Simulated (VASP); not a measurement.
Write the native input for VASP 6.6.1 that does the following.

```yaml
Task: single point
Functional: PBE
Dispersion: D3(BJ)
Potentials_or_basis: VASP PAW PBE potentials, release 64 (Zr_sv, P, O_h)
Cutoff: 910 eV
k_mesh: 12 × 12 × 4
Occupations: gaussian, width 0.02 eV
Spin: no spin polarisation
Dipole_correction: no
Further_INCAR_settings: ALGO = Normal; EDIFF = 1e-06; NBANDS = 25
```

The structure of ZrP2O2 lies in POSCAR:

```
ZrP2O2
1.0
    3.2574136678      0.0000000000      0.0000000000
   -1.6287068339      2.8210029870      0.0000000000
    0.0000000000      0.0000000000     10.0578849168
Zr P O
1 2 2
Direct
    0.0000000000      0.0000000000      0.5000000000
    0.6666666667      0.3333333333      0.0618531495
    0.3333333333      0.6666666667      0.9381468505
    0.3333333333      0.6666666667      0.5962727029
    0.6666666667      0.3333333333      0.4037272971
```

One way to write it, as run:

INCAR

```
SYSTEM = ZrP2O2
PREC = Accurate
ENCUT = 910
EDIFF = 1E-6
ISMEAR = 0
SIGMA = 0.02
LREAL = .FALSE.
LASPH = .TRUE.
NELM = 120
ALGO = Normal
ISIF = 2
LWAVE = .FALSE.
LCHARG = .FALSE.
GGA = PE
IVDW = 12
NBANDS = 25
GGA_COMPAT = .FALSE.
```

KPOINTS

```
Automatic mesh
0
G
  12 12 4
  0 0 0
```

Potentials or basis: VASP PAW PBE potentials, release 64 (Zr_sv, P, O_h).

Command:

```console
$ cat potpaw_PBE.64/Zr_sv/POTCAR potpaw_PBE.64/P/POTCAR potpaw_PBE.64/O_h/POTCAR > POTCAR
$ mpirun -np 1 vasp_std > vasp.out
```

Results of the run:

* Pressure: -0.1 GPa
* Largest force: 0.092 eV/Å
* Band gap on the k mesh: 1.89 eV (least direct gap 2.16 eV)
* Dispersion energy per atom: -0.227 eV

Caveat: the cutoff is under 1.25 times the usual one of these potentials, so pressure, stress and relaxed cells hold a basis-set (Pulay) error.

Run time: 6.1 min on 1 thread of Intel(R) Xeon(R) Platinum 8488C (Sapphire Rapids), on a shared host, peak memory 0.54 GiB.
